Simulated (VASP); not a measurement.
# MnO2 (R-3m) in VASP: single point with PBE+U

Aim: the single point of MnO2 with PBE+U.

All numbers are computed with VASP 6.6.1; they aren't measurements. Logs are shortened: lines on timing, memory, paths and dates and some standing lists are left out, and cuts for length are marked.

### 1 The cell of the first run

Symmetry: R-3m, No. 166, trigonal system. The conventional cell has a = 2.717 Å, b = 2.717 Å, c = 13.078 Å, α = 90.00°, β = 90.00°, γ = 120.00°. Within 2.4 Å of Mn (site symmetry -3m) lie 6 O at 1.81 Å. O (site symmetry 3m) has 3 Mn at 1.81 Å and 3 O at 2.39 Å within 2.4 Å.

### 2 Single point, PBE+U, collinear spin, antiferromagnetic start

INCAR reads:

```
  ALGO = Normal
  EDIFF = 1E-6
  ENCUT = 520
  GGA = PE
  ISIF = 2
  ISMEAR = 0
  ISPIN = 2
  LASPH = True
  LCHARG = False
  LDAU = True
  LDAUJ = 0 0
  LDAUL = 2 -1
  LDAUPRINT = 1
  LDAUTYPE = 2
  LDAUU = 3.9 0
  LMAXMIX = 4
  LORBIT = 11
  LREAL = False
  LWAVE = False
  MAGMOM = 4 -4 0 0 0 0
  NBANDS = 38
  NELM = 150
  PREC = Accurate
  SIGMA = 0.02
```

KPOINTS reads:

```
k-points
0
Gamma
  12 12 6
```

POSCAR reads:

```
MnO2
1.0
    1.3583965956     -0.7842706401      8.7183493550
   -1.3583965956     -0.7842706401      8.7183493550
    0.0000000000     -3.1370825605      8.7183493550
Mn O
2 4
Direct
    0.0000000000      0.0000000000      0.0000000000
    0.0000000000      0.0000000000      0.5000000000
    0.2643644900      0.2643644900      0.8678177550
    0.7356355100      0.7356355100      0.6321822450
    0.2643644900      0.2643644900      0.3678177550
    0.7356355100      0.7356355100      0.1321822450
```

Potentials or basis: VASP PAW PBE potentials, release 64 (Mn_pv, O).

On the command line:

```bash
$ cat potpaw_PBE.64/Mn_pv/POTCAR potpaw_PBE.64/O/POTCAR > POTCAR
$ mpirun -np 1 vasp_std > vasp.out
```

OUTCAR:

```text
EDIFF = 1E-6
   ENCUT = 520
   GGA = PE
   ISIF = 2
   ISMEAR = 0
   ISPIN = 2
   LASPH = True
   LORBIT = 11
   LREAL = False
   NELM = 150
   PREC = Accurate

 ion  position               nearest neighbor table
   1  0.000  0.000  0.000-   4 1.81   5 1.81   4 1.81   4 1.81   5 1.81   5 1.81
   2  0.000  0.000  0.500-   6 1.81   3 1.81   6 1.81   6 1.81   3 1.81   3 1.81
   3  0.264  0.264  0.868-   2 1.81   2 1.81   2 1.81
   4  0.736  0.736  0.632-   1 1.81   1 1.81   1 1.81
   5  0.264  0.264  0.368-   1 1.81   1 1.81   1 1.81
   6  0.736  0.736  0.132-   2 1.81   2 1.81   2 1.81

  LATTYP: Found a trigonal (rhomboedric) cell.
 ALAT       =     8.8583258703
 COS(alpha) =     0.9529694715

  Lattice vectors:

 A1 = (  -0.0000000000,   1.5685412803,   8.7183493550)
 A2 = (  -1.3583965956,  -0.7842706401,   8.7183493550)
 A3 = (   1.3583965956,  -0.7842706401,   8.7183493550)

Analysis of symmetry for initial positions (statically):
=====================================================================
 Subroutine PRICEL returns following result:

  LATTYP: Found a trigonal (rhomboedric) cell.
 ALAT       =     4.6327881040
 COS(alpha) =     0.8280515398
[... 12 lines left out ...]
 Subroutine GETGRP returns: Found 12 space group operations
 (whereof 12 operations were pure point group operations)
 out of a pool of 12 trial point group operations.

The static configuration has the point symmetry D_3d.

Analysis of symmetry for dynamics (positions and initial velocities):
=====================================================================
 Subroutine PRICEL returns following result:

  LATTYP: Found a trigonal (rhomboedric) cell.
 ALAT       =     4.6327881040
 COS(alpha) =     0.8280515398
[... 12 lines left out ...]
 Subroutine GETGRP returns: Found 12 space group operations
 (whereof 12 operations were pure point group operations)
 out of a pool of 12 trial point group operations.

The dynamic configuration has the point symmetry D_3d.

Analysis of structural, dynamic, and magnetic symmetry:
=====================================================================
 Subroutine PRICEL returns following result:

  LATTYP: Found a trigonal (rhomboedric) cell.
 ALAT       =     4.6327881040
 COS(alpha) =     0.8280515398
[... 12 lines left out ...]
 Subroutine GETGRP returns: Found 12 space group operations
 (whereof 12 operations were pure point group operations)
 out of a pool of 12 trial point group operations.

The overall configuration has the point symmetry D_3d.

 Subroutine INISYM returns: Found 12 space group operations
 (whereof 12 operations are pure point group operations),
 and found     2 'primitive' translations

----------------------------------------------------------------------------------------

                                     Primitive cell

  volume of cell :      27.8643

  direct lattice vectors                    reciprocal lattice vectors
    -1.358396596  0.784270640  4.359174678    -0.368081017  0.212511674  0.076467074
     0.000000000 -1.568541280  4.359174678     0.000000000 -0.425023348  0.076467074
     1.358396596  0.784270640  4.359174678     0.368081017  0.212511674  0.076467074

  length of vectors
     4.632788104  4.632788104  4.632788104     0.431847265  0.431847265  0.431847265
[... 151 lines left out ...]
  o =  0.1161  v =  0.0000  0.0000  0.0000  0.0000  0.0000 -0.7399 -0.0000 -0.0000  0.6728  0.0000      0.0000  0.0000  0.0000  0.0000  0.0000  0.0000  0.0000  0.0000  0.0000  0.0000
  o =  0.1161  v =  0.0000  0.0000  0.0000  0.0000  0.0000  0.0000 -0.6728 -0.0000 -0.0000  0.7399      0.0000  0.0000  0.0000  0.0000  0.0000  0.0000  0.0000  0.0000  0.0000  0.0000
  o =  0.3935  v =  0.0000  0.0000  0.0000  0.0000  0.0000  0.0000 -0.7399  0.0000  0.0000 -0.6728      0.0000  0.0000  0.0000  0.0000  0.0000  0.0000  0.0000  0.0000  0.0000  0.0000
  o =  0.3935  v =  0.0000  0.0000  0.0000  0.0000  0.0000  0.6728  0.0000  0.0000  0.7399  0.0000      0.0000  0.0000  0.0000  0.0000  0.0000  0.0000  0.0000  0.0000  0.0000  0.0000
  o =  0.5380  v =  0.0000 -0.7757  0.0000 -0.0000 -0.6311  0.0000  0.0000  0.0000  0.0000  0.0000      0.0000  0.0000  0.0000  0.0000  0.0000  0.0000  0.0000  0.0000  0.0000  0.0000
  o =  0.5380  v =  0.6311  0.0000  0.0000  0.7757 -0.0000  0.0000  0.0000  0.0000  0.0000  0.0000      0.0000  0.0000  0.0000  0.0000  0.0000  0.0000  0.0000  0.0000  0.0000  0.0000
  o =  0.9728  v =  0.0000 -0.0000  1.0000 -0.0000  0.0000  0.0000  0.0000  0.0000  0.0000  0.0000      0.0000  0.0000  0.0000  0.0000  0.0000  0.0000  0.0000  0.0000  0.0000  0.0000
  o =  0.9737  v = -0.7757  0.0000  0.0000  0.6311 -0.0000  0.0000  0.0000  0.0000  0.0000  0.0000      0.0000  0.0000  0.0000  0.0000  0.0000  0.0000  0.0000  0.0000  0.0000  0.0000
  o =  0.9737  v =  0.0000 -0.6311 -0.0000  0.0000  0.7757  0.0000  0.0000  0.0000  0.0000  0.0000      0.0000  0.0000  0.0000  0.0000  0.0000  0.0000  0.0000  0.0000  0.0000  0.0000

atom =   2  type =  1  l = 2

 onsite density matrix

spin component  1

  0.2416  0.0000  0.0000  0.1381  0.0000
  0.0000  0.2679 -0.0000  0.0000  0.1381
  0.0000 -0.0000  0.1089 -0.0000 -0.0000
  0.1381  0.0000 -0.0000  0.2679 -0.0000
  0.0000  0.1381 -0.0000 -0.0000  0.2416

spin component  2

  0.8002  0.0000 -0.0000 -0.2133  0.0000
  0.0000  0.7115  0.0000 -0.0000 -0.2133
 -0.0000  0.0000  0.9728 -0.0000 -0.0000
 -0.2133 -0.0000 -0.0000  0.7115 -0.0000
  0.0000 -0.2133 -0.0000 -0.0000  0.8002

 occupancies and eigenvectors

  o =  0.1089  v = -0.0000 -0.0000  1.0000  0.0000  0.0000  0.0000  0.0000  0.0000  0.0000  0.0000      0.0000  0.0000  0.0000  0.0000  0.0000  0.0000  0.0000  0.0000  0.0000  0.0000
  o =  0.1161  v =  0.7399 -0.0000 -0.0000 -0.6728  0.0000  0.0000  0.0000  0.0000  0.0000  0.0000      0.0000  0.0000  0.0000  0.0000  0.0000  0.0000  0.0000  0.0000  0.0000  0.0000
  o =  0.1161  v = -0.0000 -0.6728 -0.0000  0.0000  0.7399  0.0000  0.0000  0.0000  0.0000  0.0000      0.0000  0.0000  0.0000  0.0000  0.0000  0.0000  0.0000  0.0000  0.0000  0.0000
  o =  0.3935  v =  0.0000  0.7399 -0.0000  0.0000  0.6728  0.0000  0.0000  0.0000  0.0000  0.0000      0.0000  0.0000  0.0000  0.0000  0.0000  0.0000  0.0000  0.0000  0.0000  0.0000
  o =  0.3935  v =  0.6728 -0.0000  0.0000  0.7399  0.0000  0.0000  0.0000  0.0000  0.0000  0.0000      0.0000  0.0000  0.0000  0.0000  0.0000  0.0000  0.0000  0.0000  0.0000  0.0000
  o =  0.5380  v =  0.0000  0.0000  0.0000  0.0000  0.0000  0.0000  0.7757 -0.0000  0.0000  0.6311      0.0000  0.0000  0.0000  0.0000  0.0000  0.0000  0.0000  0.0000  0.0000  0.0000
  o =  0.5380  v =  0.0000  0.0000  0.0000  0.0000  0.0000 -0.6311  0.0000 -0.0000 -0.7757  0.0000      0.0000  0.0000  0.0000  0.0000  0.0000  0.0000  0.0000  0.0000  0.0000  0.0000
  o =  0.9728  v =  0.0000  0.0000  0.0000  0.0000  0.0000  0.0000  0.0000 -1.0000  0.0000 -0.0000      0.0000  0.0000  0.0000  0.0000  0.0000  0.0000  0.0000  0.0000  0.0000  0.0000
  o =  0.9737  v =  0.0000  0.0000  0.0000  0.0000  0.0000 -0.7757  0.0000  0.0000  0.6311 -0.0000      0.0000  0.0000  0.0000  0.0000  0.0000  0.0000  0.0000  0.0000  0.0000  0.0000
  o =  0.9737  v =  0.0000  0.0000  0.0000  0.0000  0.0000  0.0000  0.6311  0.0000 -0.0000 -0.7757      0.0000  0.0000  0.0000  0.0000  0.0000  0.0000  0.0000  0.0000  0.0000  0.0000

 number of electron      50.0000017 magnetization      -0.0000000

 Free energy of the ion-electron system (eV)
  ---------------------------------------------------
  ext. energy  EPLUGINS =         0.00000000
  ---------------------------------------------------
  free energy    TOTEN  =       -40.60907295 eV

  energy without entropy =      -40.60907295  energy(sigma->0) =      -40.60907295

 E-fermi :   4.6144     XC(G=0): -11.6456

 val. band max:        4.3772458482   @ k =   0.5000   0.4167   0.3333
 cond. band min:       6.9154695272   @ k =   0.0000   0.0000   0.0000
 fundamental gap:      2.5382236790
 Fermi energy:         4.6144370117

 spin component 1

 k-point     1 :       0.0000    0.0000    0.0000
  band No.  band energies     occupation
      1     -45.6222      1.00000
      2     -45.6081      1.00000
      3     -45.6081      1.00000
      4     -42.4454      1.00000
      5     -42.4454      1.00000
      6     -42.3025      1.00000
[... 1913 lines left out ...]
     36      19.8690      0.00000
     37      20.7393      0.00000

 [... further k-points ...]

 [bands above 37 left out]

------------------------ aborting loop because EDIFF is reached ----------------------------------------

  FORCE on cell =-STRESS in cart. coord.  units (eV):
  Direction    XX          YY          ZZ          XY          YZ          ZX
  --------------------------------------------------------------------------------------
  -------------------------------------------------------------------------------------
  Total       22.0773981     22.0773981     13.6706589      0.0000000      0.0000000      0.0000000
  in kB      634.7174102    634.7174102    393.0266224      0.0000000      0.0000000      0.0000000
  external PRESSURE =     554.1538143 kB  Pullay stress =       0.0000000 kB

 VOLUME and BASIS-vectors are now :
 -----------------------------------------------------------------------------
  energy-cutoff  :      520.00
  volume of cell :       55.73
      direct lattice vectors                 reciprocal lattice vectors
     1.358396596 -0.784270640  8.718349355     0.368081017  0.212511674  0.076467074
    -1.358396596 -0.784270640  8.718349355    -0.368081017  0.212511674  0.076467074
     0.000000000 -3.137082561  8.718349355     0.000000000 -0.425023348 -0.038233537

 POSITION                                       TOTAL-FORCE (eV/Angst)
 -----------------------------------------------------------------------------------
      0.00000      0.00000      0.00000        -0.000000     -0.000000     -0.000000
      0.00000     -1.56854      4.35917        -0.000000     -0.000000     -0.000000
      0.00000     -3.13708     12.17558         0.000000     -0.000000     -3.280285
      0.00000     -3.13708     18.33864         0.000000      0.000000      3.280285
      0.00000     -1.56854      7.81641         0.000000     -0.000000     -3.280285
      0.00000     -1.56854     13.97947         0.000000      0.000000      3.280285
 -----------------------------------------------------------------------------------
    total drift:                               -0.000000     -0.000000      0.000000

  FREE ENERGIE OF THE ION-ELECTRON SYSTEM (eV)
  ---------------------------------------------------
  free  energy   TOTEN  =       -40.6090729469 eV

  energy  without entropy=      -40.6090729469  energy(sigma->0) =      -40.60907295

 total charge

# of ion       s       p       d       tot
------------------------------------------
    1        0.433   6.639   5.080  12.153
    2        0.433   6.639   5.080  12.153
    3        1.587   3.530   0.000   5.117
    4        1.587   3.530   0.000   5.117
    5        1.587   3.530   0.000   5.117
    6        1.587   3.530   0.000   5.117
--------------------------------------------------
tot          7.214  27.399  10.161  44.773

 magnetization (x)

# of ion       s       p       d       tot
------------------------------------------
    1        0.030   0.047   2.866   2.943
    2       -0.030  -0.047  -2.866  -2.943
    3       -0.002  -0.006   0.000  -0.007
    4        0.002   0.006   0.000   0.007
    5        0.002   0.006   0.000   0.007
    6       -0.002  -0.006   0.000  -0.007
--------------------------------------------------
tot          0.000   0.000   0.000   0.000
```

It took 45 min on 1 thread of Intel Xeon Platinum 8559C (Emerald Rapids), shared host; peak memory 1.1 GiB.

What came out:

```
Free energy                                           : -40.6091 eV
Pressure                                              : 55.4 GPa
Largest force                                         : 3.280 eV/Å
Band gap on the k mesh                                : 2.54 eV
Net moment                                            : 0.00 μB per cell
Site moments                                          : Mn +2.94, -2.94; O -0.01, +0.01 (each value once) μB
Valence electrons inside the program's atomic spheres : Mn 12.15; O 5.12
```

Forces on the atoms (eV/Å):
```
Mn   0.000  0.000  0.000
Mn   0.000  0.000  0.000
O    0.000  0.000 -3.280
O    0.000  0.000  3.280
O    0.000  0.000 -3.280
O    0.000  0.000  3.280
```

Stress tensor (GPa, compression positive):
```
63.47  0.00  0.00
 0.00 63.47  0.00
 0.00  0.00 39.30
```

Levels at points of the mesh, in eV from the valence-band top:
Spin up:
```csv
k point,band 23,band 24,band 25,band 26,band 27,band 28
"(0.00, 0.00, 0.00)",-0.85,-0.63,-0.27,2.54,2.54,4.19
"(0.50, 0.00, 0.00)",-1.87,-1.48,-1.27,2.79,3.41,3.48
"(0.00, 0.00, 0.50)",-1.74,-1.66,-1.21,2.80,3.40,3.48
"(0.50, 0.50, 0.50)",-0.88,-0.88,-0.09,2.54,2.54,4.19
```
Spin down:
```csv
k point,band 22,band 23,band 24,band 25,band 26,band 27,band 28,band 29
"(0.00, 0.00, 0.00)",-0.85,-0.85,-0.63,-0.27,2.54,2.54,4.19,4.19
"(0.50, 0.00, 0.00)",-2.42,-1.87,-1.48,-1.27,2.79,3.41,3.48,3.91
"(0.00, 0.00, 0.50)",-2.48,-1.74,-1.66,-1.21,2.80,3.40,3.48,3.91
"(0.50, 0.50, 0.50)",-0.89,-0.88,-0.88,-0.09,2.54,2.54,4.19,4.19
```

Eigenvalues of the final occupation matrices:
| site | spin | trace | eigenvalues |
| --- | --- | --- | --- |
| site 1 d | 1 | 4.00 | 0.54 0.54 0.97 0.97 0.97 |
| site 1 d | 2 | 1.13 | 0.11 0.12 0.12 0.39 0.39 |
| site 2 d | 1 | 1.13 | 0.11 0.12 0.12 0.39 0.39 |
| site 2 d | 2 | 4.00 | 0.54 0.54 0.97 0.97 0.97 |

Caveat: the cell stands under pressure; forces of over 1 eV/Å act on the atoms, so gaps and moduli don't describe the material at rest. The state reached can hang on the start; a lower one may exist.
